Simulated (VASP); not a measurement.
Write the native input for VASP 6.6.1 that does the following.

- Task: single point
- Functional: r2SCAN
- Potentials or basis: VASP PAW PBE potentials, release 64 (Nb_sv)
- Cutoff: 520 eV
- k mesh: 11 × 11 × 11
- Occupations: methfessel-paxton, width 0.02 eV
- Spin: no spin polarisation
- Dipole correction: no
- Further INCAR settings: ALGO = Normal; EDIFF = 1e-06; NBANDS = 12

Crystal: Nb.

```xyz
1
Lattice="-1.6546 1.6546 1.6546 1.6546 -1.6546 1.6546 1.6546 1.6546 -1.6546" Properties=species:S:1:pos:R:3 pbc="T T T"
Nb    0.0000    0.0000    0.0000
```

One way to write it, as run:

POSCAR

```
Nb
1.0
   -1.6546274595      1.6546274595      1.6546274595
    1.6546274595     -1.6546274595      1.6546274595
    1.6546274595      1.6546274595     -1.6546274595
Nb
1
Direct
    0.0000000000      0.0000000000      0.0000000000
```

INCAR.step1

```
SYSTEM = Nb
ALGO     = Normal         ! electronic algorithm
EDIFF    = 1E-4           ! SCF threshold, eV
ENCUT    = 520            ! plane-wave cutoff, eV
GGA      = PE             ! functional
ISMEAR   = 1              ! smearing method
LASPH    = .True.         ! aspherical terms in the spheres
LCHARG   = .False.        ! write CHGCAR
LREAL    = .False.        ! projectors in reciprocal space
LWAVE    = .True.         ! write WAVECAR
NBANDS   = 12             ! bands
NELM     = 60             ! most SCF steps
PREC     = Accurate       ! precision mode
SIGMA    = 0.02           ! smearing width, eV
```

INCAR.step2

```
SYSTEM = Nb
ALGO     = Normal         ! electronic algorithm
EDIFF    = 1E-6           ! SCF threshold, eV
ENCUT    = 520            ! plane-wave cutoff, eV
ISIF     = 2              ! what is computed and relaxed
ISMEAR   = 1              ! smearing method
ISTART   = 1            
LASPH    = .True.         ! aspherical terms in the spheres
LCHARG   = .False.        ! write CHGCAR
LMIXTAU  = .True.       
LREAL    = .False.        ! projectors in reciprocal space
LWAVE    = .False.        ! write WAVECAR
METAGGA  = R2SCAN         ! meta-GGA
NBANDS   = 12             ! bands
NELM     = 60             ! most SCF steps
PREC     = Accurate       ! precision mode
SIGMA    = 0.02           ! smearing width, eV
```

KPOINTS

```
k-points
0
Gamma
  11 11 11
  0 0 0
```

Potentials or basis: VASP PAW PBE potentials, release 64 (Nb_sv).

Command:

```bash
$ cat potpaw_PBE.64/Nb_sv/POTCAR > POTCAR
$ cp INCAR.step1 INCAR
$ mpirun -np 1 vasp_std > vasp.out
$ cp INCAR.step2 INCAR
$ mpirun -np 1 vasp_std > vasp.out
```

Results of the run:

The pressure is -0.3 GPa and the band gap on the k mesh is zero (an odd number of electrons rules out a gap without spin polarisation).

Caveat: the PAW data sets were made with another functional, which shifts forces and pressure a little.

Wall time 15 s on 1 thread of Intel(R) Xeon(R) 6975P-C (Granite Rapids), with other jobs on the host, peak memory 0.14 GiB.
